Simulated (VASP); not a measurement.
# Ge (Fd-3m) in VASP: further runs

Ge is run at these levels: LDA; tasks: vibrations by perturbation theory.

All numbers are computed with VASP 6.6.1; they aren't measurements. Logs are shortened: lines on timing, memory, paths and dates and some standing lists are left out, and cuts for length are marked.

## 1. The cell of the first run

The structure is cubic, space group Fd-3m (No. 227). The conventional cell has a = 5.552 Å, b = 5.552 Å, c = 5.552 Å, α = 90.00°, β = 90.00°, γ = 90.00°. Within 3.2 Å of Ge (site symmetry -43m) lie 4 Ge at 2.40 Å.

## 2. Vibrations by perturbation theory, LDA

INCAR reads:

```
SYSTEM = Ge
PREC     = Accurate       ! precision mode
ENCUT    = 520            ! plane-wave cutoff, eV
EDIFF    = 1E-8           ! SCF threshold, eV
ISMEAR   = -1             ! smearing method
SIGMA    = 0.15           ! smearing width, eV
LREAL    = .False.        ! projectors in reciprocal space
LASPH    = .True.         ! aspherical terms in the spheres
NELM     = 60             ! most SCF steps
ALGO     = Normal         ! electronic algorithm
ISIF     = 2              ! what is computed and relaxed
LWAVE    = .False.        ! write WAVECAR
LCHARG   = .False.        ! write CHGCAR
GGA      = CA             ! functional
NBANDS   = 21             ! bands
IBRION   = 8              ! ionic algorithm
NSW      = 1              ! ionic steps
```

KPOINTS reads:

```
Automatic mesh
0
Gamma
  14 14 14
  0 0 0
```

POSCAR reads:

```
Ge
1.0
    0.0000000000      2.7758617513      2.7758617513
    2.7758617513      0.0000000000      2.7758617513
    2.7758617513      2.7758617513      0.0000000000
Ge
2
Direct
    0.5000000000      0.5000000000      0.5000000000
    0.7500000000      0.7500000000      0.7500000000
```

Potentials or basis: VASP PAW LDA potentials, release 64 (Ge_d).

Launch:

```bash
> cat potpaw_LDA.64/Ge_d/POTCAR > POTCAR
> mpirun -np 1 vasp_std > vasp.out
```

OUTCAR:

```text
SYSTEM = Ge
   PREC = Accurate
   ENCUT = 520
   EDIFF = 1E-8
   ISMEAR = -1
   LREAL = .False.
   LASPH = .True.
   NELM = 60
   ISIF = 2
   GGA = CA
   IBRION = 8
   NSW = 1

 ion  position               nearest neighbor table
   1  0.500  0.500  0.500-   2 2.40   2 2.40   2 2.40   2 2.40
   2  0.750  0.750  0.750-   1 2.40   1 2.40   1 2.40   1 2.40

  LATTYP: Found a face centered cubic cell.
 ALAT       =     5.5517235026

  Lattice vectors:

 A1 = (   0.0000000000,   2.7758617513,   2.7758617513)
 A2 = (   2.7758617513,   0.0000000000,   2.7758617513)
 A3 = (   2.7758617513,   2.7758617513,   0.0000000000)

Analysis of symmetry for initial positions (statically):
=====================================================================
 Subroutine PRICEL returns:
 Original cell was already a primitive cell.

 Routine SETGRP: Setting up the symmetry group for a
 face centered cubic supercell.

 Subroutine GETGRP returns: Found 48 space group operations
 (whereof 24 operations were pure point group operations)
 out of a pool of 48 trial point group operations.

The static configuration has the point symmetry T_d .
 The point group associated with its full space group is O_h .

Analysis of symmetry for dynamics (positions and initial velocities):
=====================================================================
 Subroutine PRICEL returns:
 Original cell was already a primitive cell.

 Routine SETGRP: Setting up the symmetry group for a
 face centered cubic supercell.

 Subroutine GETGRP returns: Found 48 space group operations
 (whereof 24 operations were pure point group operations)
 out of a pool of 48 trial point group operations.

The dynamic configuration has the point symmetry T_d .
 The point group associated with its full space group is O_h .

 Subroutine INISYM returns: Found 48 space group operations
 (whereof 24 operations are pure point group operations),
 and found     1 'primitive' translations

----------------------------------------------------------------------------------------

                                     Primitive cell

  volume of cell :      42.7783

  direct lattice vectors                    reciprocal lattice vectors
     0.000000000  2.775861751  2.775861751    -0.180124244  0.180124244  0.180124244
     2.775861751  0.000000000  2.775861751     0.180124244 -0.180124244  0.180124244
     2.775861751  2.775861751  0.000000000     0.180124244  0.180124244 -0.180124244

  length of vectors
     3.925661336  3.925661336  3.925661336     0.311984343  0.311984343  0.311984343

  position of ions in fractional coordinates (direct lattice)
     0.500000000  0.500000000  0.500000000
     0.750000000  0.750000000  0.750000000

  ion indices of the primitive-cell ions
   primitive index   ion index
                 1           1
                 2           2

----------------------------------------------------------------------------------------

 KPOINTS: Automatic mesh

Automatic generation of k-mesh.
 Grid dimensions read from file:
 generate k-points for:   14   14   14

 Generating k-lattice:

  Cartesian coordinates                     Fractional coordinates (reciprocal lattice)
    -0.012866017  0.012866017  0.012866017     0.071428571  0.000000000  0.000000000
     0.012866017 -0.012866017  0.012866017     0.000000000  0.071428571  0.000000000
[... 69 lines left out ...]
   NELECT =      28.0000    total number of electrons
   NUPDOWN=      -1.0000    fix difference up-down
   EMIN   =  10.00;   EMAX   =-10.00  energy-range for DOS
   EFERMI =   0.00;   METHOD = LEGACY
   ISMEAR =    -1;   SIGMA  =   0.15  broadening in eV -4-tet -1-fermi 0-gaus
   EFERMI_NEDOS =   21; number of points for ismear=-14 and -15
   IALGO  =     38    algorithm
   IMIX   =      4    mixing-type and parameters
     AMIX     =   0.40;   BMIX     =  1.00
     AMIX_MAG =   1.60;   BMIX_MAG =  1.00
  volume/ion in A,a.u.               =      21.39       144.34
  Fermi-wavevector in a.u.,A,eV,Ry     =   1.421411  2.686077 27.489337  2.020409
  Thomas-Fermi vector in A             =   2.542224
   LORBIT       =      0    0 simple, 1 ext, 2 COOP (PROOUT), +10 PAW based schemes
   GGA     = CA    functional components
   LHFCALC =     F    Hartree Fock is set to
   AEXX    =    0.0000 exact exchange contribution
   IVDW    =     0    specifies the selected vdW correction
   LEPSILON=     F    determine dielectric tensor
   LRPA    =     F    only Hartree local field effects (RPA)
 non-spin polarized calculation
  energy-cutoff  :      520.00
  volume of cell :       42.78
 maximum number of plane-waves:      1173
 NGX is ok and might be reduce to    30
   NGX = 15   NGY = 15   NGZ = 15

--------------------------------------- Ionic step        1  -------------------------------------------

 number of electron      27.9999999 magnetization

 Free energy of the ion-electron system (eV)
  ---------------------------------------------------
  ext. energy  EPLUGINS =         0.00000000
  ---------------------------------------------------
  free energy    TOTEN  =       -10.37730529 eV

  energy without entropy =      -10.37047971  energy(sigma->0) =      -10.37389250

 E-fermi :   5.3916     XC(G=0): -10.5599

 val. band max:        5.2918605143   @ k =   0.0000   0.0000   0.0000
 cond. band min:       5.5389121999   @ k =   0.5000   0.0000   0.0000
 fundamental gap:      0.2470516856
 Fermi energy:         5.3916254065

 k-point     1 :       0.0000    0.0000    0.0000
  band No.  band energies     occupation
      1     -19.7372      2.00000
      2     -19.7372      2.00000
      3     -19.7372      2.00000
      4     -19.6958      2.00000
      5     -19.6958      2.00000
      6     -19.4523      2.00000
[... 565 lines left out ...]
     20      14.6923      0.00000
     21      15.2758      0.00000

 [... further k-points ...]

------------------------ aborting loop because EDIFF is reached ----------------------------------------

  FORCE on cell =-STRESS in cart. coord.  units (eV):
  Direction    XX          YY          ZZ          XY          YZ          ZX
  --------------------------------------------------------------------------------------
  -------------------------------------------------------------------------------------
  Total        0.8459862      0.8459862      0.8459862      0.0000000      0.0000000      0.0000000
  in kB       31.6847571     31.6847571     31.6847571      0.0000000      0.0000000      0.0000000
  external PRESSURE =      31.6847571 kB  Pullay stress =       0.0000000 kB

 VOLUME and BASIS-vectors are now :
 -----------------------------------------------------------------------------
  energy-cutoff  :      520.00
  volume of cell :       42.78
      direct lattice vectors                 reciprocal lattice vectors
     0.000000000  2.775861751  2.775861751    -0.180124244  0.180124244  0.180124244
     2.775861751  0.000000000  2.775861751     0.180124244 -0.180124244  0.180124244
     2.775861751  2.775861751  0.000000000     0.180124244  0.180124244 -0.180124244

 POSITION                                       TOTAL-FORCE (eV/Angst)
 -----------------------------------------------------------------------------------
      2.77586      2.77586      2.77586        -0.000000      0.000000     -0.000000
      4.16379      4.16379      4.16379         0.000000     -0.000000      0.000000
 -----------------------------------------------------------------------------------
    total drift:                                0.000000     -0.000000     -0.000000

  FREE ENERGIE OF THE ION-ELECTRON SYSTEM (eV)
  ---------------------------------------------------
  free  energy   TOTEN  =       -10.3773052918 eV

  energy  without entropy=      -10.3704797083  energy(sigma->0) =      -10.37389250

[... ionic steps 2 to 3 ...]

--------------------------------------- Ionic step        4  -------------------------------------------

 Free energy of the ion-electron system (eV)
  ---------------------------------------------------
  ---------------------------------------------------
  free energy    TOTEN  =        -0.19550967 eV

  energy without entropy =       -0.19550967

------------------------ aborting loop because EDIFF is reached ----------------------------------------

 INTERNAL STRAIN TENSOR  FOR ION    1  DIRECTION 1   (eV/Angst):
 -----------------------------------------------------------------------------
    -0.00693  0.00000  0.00000
     0.00000  0.00432  9.90769
     0.00000  9.90769  0.00432

 INTERNAL STRAIN TENSOR FOR ION    2 for displacements in x,y,z  (eV/Angst):
          X           Y           Z          XY          YZ          ZX
  --------------------------------------------------------------------------------
  x     0.00000     0.00000    -0.00000     0.00000    -9.90769     0.00000
  y     0.00000     0.00000    -0.00000     0.00000     0.00000    -9.90769
  z     0.00000    -0.00000     0.00000    -9.90769     0.00000     0.00000

 SECOND DERIVATIVES (NOT SYMMETRIZED)
 ------------------------------------
               1X          1Y          1Z          2X          2Y          2Z
  1X   -12.182385    0.000000    0.000000   12.182385    0.000000    0.000000
  1Y     0.000000  -12.182385    0.000000    0.000000   12.182385    0.000000
  1Z     0.000000    0.000000  -12.182385    0.000000    0.000000   12.182385
  2X    12.182385    0.000000    0.000000  -12.182385    0.000000    0.000000
  2Y     0.000000   12.182385    0.000000    0.000000  -12.182385    0.000000
  2Z     0.000000    0.000000   12.182385    0.000000    0.000000  -12.182385

 Eigenvectors and eigenvalues of the dynamical matrix
 ----------------------------------------------------

   1 f  =    9.055943 THz    56.900167 2PiTHz  302.073739 cm-1    37.452353 meV
             X         Y         Z           dx          dy          dz
      2.775862  2.775862  2.775862     0.000000   -0.707107    0.000000
      4.163793  4.163793  4.163793     0.000000    0.707107    0.000000
[... 21 lines left out ...]
   6 f  =    0.000000 THz     0.000000 2PiTHz    0.000000 cm-1     0.000000 meV
             X         Y         Z           dx          dy          dz
      2.775862  2.775862  2.775862     0.000000    0.000000    0.707107
      4.163793  4.163793  4.163793     0.000000    0.000000    0.707107

--------------------------------------------------------------------------------------------------------

 ELASTIC MODULI CONTR FROM IONIC RELAXATION (kBar)
 Direction    XX          YY          ZZ          XY          YZ          ZX
 --------------------------------------------------------------------------------
 XX          -0.0000     -0.0000      0.0000      0.0000      0.0000      0.0000
 YY          -0.0000     -0.0000      0.0000     -0.0000      0.0000      0.0000
 ZZ           0.0000      0.0000     -0.0000      0.0000     -0.0000     -0.0000
 XY           0.0000     -0.0000      0.0000   -301.7863      0.0000      0.0000
 YZ           0.0000      0.0000     -0.0000      0.0000   -301.7863      0.0000
 ZX           0.0000      0.0000     -0.0000      0.0000      0.0000   -301.7863
 --------------------------------------------------------------------------------
```

Run time: 4.7 min. Hardware: 1 thread of Intel Xeon 6975P-C (Granite Rapids), shared host; peak memory 0.73 GiB.

Results:

* Highest phonon frequency at Γ: 302 cm⁻¹

Phonon frequencies in cm⁻¹ (negative: imaginary):
```tsv
q point	frequencies
(0.000, 0.000, 0.000)	0 0 0 302 302 302
```

Caveat: the cell stands under pressure or tension, which shifts response properties.

## 3. Vibrations by perturbation theory, LDA (21.79 Å³/atom)

This run uses another cell than the first one, of 21.79 Å³/atom.

INCAR reads:

```
ALGO = Normal ; EDIFF = 1E-8
ENCUT = 520 ; GGA = CA
IBRION = 8 ; ISIF = 2
ISMEAR = -1 ; LASPH = T
LCHARG = T ; LREAL = F
LWAVE = F ; NELM = 80
NSW = 1 ; PREC = Accurate
SIGMA = 0.15
```

KPOINTS reads:

```
k-points
0
Gamma
  14 14 14
```

POSCAR reads:

```
Ge
1.0
    0.0000000000      2.7929388427      2.7929388427
    2.7929388427      0.0000000000      2.7929388427
    2.7929388427      2.7929388427      0.0000000000
Ge
2
Direct
    0.5000000000      0.5000000000      0.5000000000
    0.7500000000      0.7500000000      0.7500000000
```

Potentials or basis: VASP PAW LDA potentials, release 64 (Ge_d).

Launch:

```bash
> cat potpaw_LDA.64/Ge_d/POTCAR > POTCAR
> mpirun -np 1 vasp_std > vasp.out
```

OUTCAR:

```text
EDIFF = 1E-8
   ENCUT = 520
   GGA = CA
   IBRION = 8
   ISIF = 2
   ISMEAR = -1
   LASPH = T
   LREAL = F
   NELM = 80
   NSW = 1
   PREC = Accurate

 ion  position               nearest neighbor table
   1  0.500  0.500  0.500-   2 2.42   2 2.42   2 2.42   2 2.42
   2  0.750  0.750  0.750-   1 2.42   1 2.42   1 2.42   1 2.42

  LATTYP: Found a face centered cubic cell.
 ALAT       =     5.5858776854

  Lattice vectors:

 A1 = (   0.0000000000,   2.7929388427,   2.7929388427)
 A2 = (   2.7929388427,   0.0000000000,   2.7929388427)
 A3 = (   2.7929388427,   2.7929388427,   0.0000000000)

Analysis of symmetry for initial positions (statically):
=====================================================================
 Subroutine PRICEL returns:
 Original cell was already a primitive cell.

 Routine SETGRP: Setting up the symmetry group for a
 face centered cubic supercell.

 Subroutine GETGRP returns: Found 48 space group operations
[... 726 lines left out ...]

 INTERNAL STRAIN TENSOR  FOR ION    1  DIRECTION 1   (eV/Angst):
 -----------------------------------------------------------------------------
    -0.00686  0.00000  0.00000
     0.00000  0.00427  9.18942
     0.00000  9.18942  0.00427

 INTERNAL STRAIN TENSOR FOR ION    2 for displacements in x,y,z  (eV/Angst):
          X           Y           Z          XY          YZ          ZX
  --------------------------------------------------------------------------------
  x     0.00000     0.00000     0.00000     0.00000    -9.18942     0.00000
  y     0.00000     0.00000     0.00000     0.00000     0.00000    -9.18942
  z     0.00000     0.00000     0.00000    -9.18942     0.00000     0.00000

 SECOND DERIVATIVES (NOT SYMMETRIZED)
 ------------------------------------
               1X          1Y          1Z          2X          2Y          2Z
  1X   -11.727306    0.000000    0.000000   11.727306    0.000000    0.000000
  1Y     0.000000  -11.727306    0.000000    0.000000   11.727306    0.000000
  1Z     0.000000    0.000000  -11.727306    0.000000    0.000000   11.727306
  2X    11.727306    0.000000    0.000000  -11.727306    0.000000    0.000000
  2Y     0.000000   11.727306    0.000000    0.000000  -11.727306    0.000000
  2Z     0.000000    0.000000   11.727306    0.000000    0.000000  -11.727306

 Eigenvectors and eigenvalues of the dynamical matrix
 ----------------------------------------------------

   1 f  =    8.885188 THz    55.827285 2PiTHz  296.377979 cm-1    36.746170 meV
             X         Y         Z           dx          dy          dz
      2.792939  2.792939  2.792939     0.000000   -0.707107    0.000000
      4.189408  4.189408  4.189408     0.000000    0.707107    0.000000
[... 21 lines left out ...]
   6 f  =    0.000000 THz     0.000000 2PiTHz    0.000000 cm-1     0.000000 meV
             X         Y         Z           dx          dy          dz
      2.792939  2.792939  2.792939     0.000000    0.000000    0.707107
      4.189408  4.189408  4.189408     0.000000    0.000000    0.707107

--------------------------------------------------------------------------------------------------------

 ELASTIC MODULI CONTR FROM IONIC RELAXATION (kBar)
 Direction    XX          YY          ZZ          XY          YZ          ZX
 --------------------------------------------------------------------------------
 XX          -0.0000      0.0000      0.0000     -0.0000      0.0000     -0.0000
 YY           0.0000     -0.0000      0.0000     -0.0000     -0.0000      0.0000
 ZZ           0.0000      0.0000     -0.0000      0.0000     -0.0000     -0.0000
 XY          -0.0000     -0.0000      0.0000   -264.7735      0.0000      0.0000
 YZ           0.0000     -0.0000     -0.0000      0.0000   -264.7735      0.0000
 ZX          -0.0000      0.0000     -0.0000      0.0000      0.0000   -264.7735
 --------------------------------------------------------------------------------
```

OSZICAR:

```text
N       E                     dE             d eps       ncg     rms          rms(c)
DAV:   1     0.165358584511E+03    0.16536E+03   -0.15523E+04  3858   0.424E+03
DAV:   2     0.103770762851E+02   -0.15498E+03   -0.15240E+03  3746   0.536E+02
[... 23 lines left out ...]
RMM:   6    -0.195554475571E+00   -0.12257E-04   -0.62248E-07 26212   0.669E-03    0.374E-04
RMM:   7    -0.195554670325E+00   -0.19475E-06   -0.88165E-08 27431   0.221E-03    0.192E-04
RMM:   8    -0.195554361345E+00    0.30898E-06   -0.95804E-08 27542   0.788E-04    0.364E-05
RMM:   9    -0.195554259435E+00    0.10191E-06   -0.26958E-08 28128   0.339E-04    0.190E-05
RMM:  10    -0.195554380296E+00   -0.12086E-06   -0.35769E-08 28142   0.156E-04    0.512E-06
RMM:  11    -0.195554385841E+00   -0.55448E-08    0.30209E-08 28547   0.763E-05    0.367E-06
 Linear response finished
```

stdout:

```text
POSCAR found type information on POSCAR Ge
 POSCAR found :  1 types and       2 ions
 scaLAPACK will be used
 LDA part: xc-table for (Slater(with rela. corr.)+CA(PZ))
 , standard interpolation
 POSCAR, INCAR and KPOINTS ok, starting setup
 FFT: planning ... GRIDC
 FFT: planning ... GRID_SOFT
 FFT: planning ... GRID
 WAVECAR not read
 entering main loop
 Linear response reoptimize wavefunctions to high precision
 Linear response DOF=           1
 Linear response progress:
 first order change of Fermi-energy   0.67741E-04
 force on displaced ion       1 direction 1 : -11.727  -0.000  -0.000
 Linear response finished
```

Run time: 3.5 min. Hardware: 1 thread of Intel Xeon 6975P-C (Granite Rapids), shared host; peak memory 0.67 GiB.

What came out:

```
Highest phonon frequency at Γ : 296 cm⁻¹
```

Phonon frequencies in cm⁻¹ (negative: imaginary):
```csv
q point,frequencies
"(0.000, 0.000, 0.000)",0 0 0 296 296 296
```

Caveat: the cell stands under pressure or tension, which shifts response properties.

(Continued in part 2 of 2.)
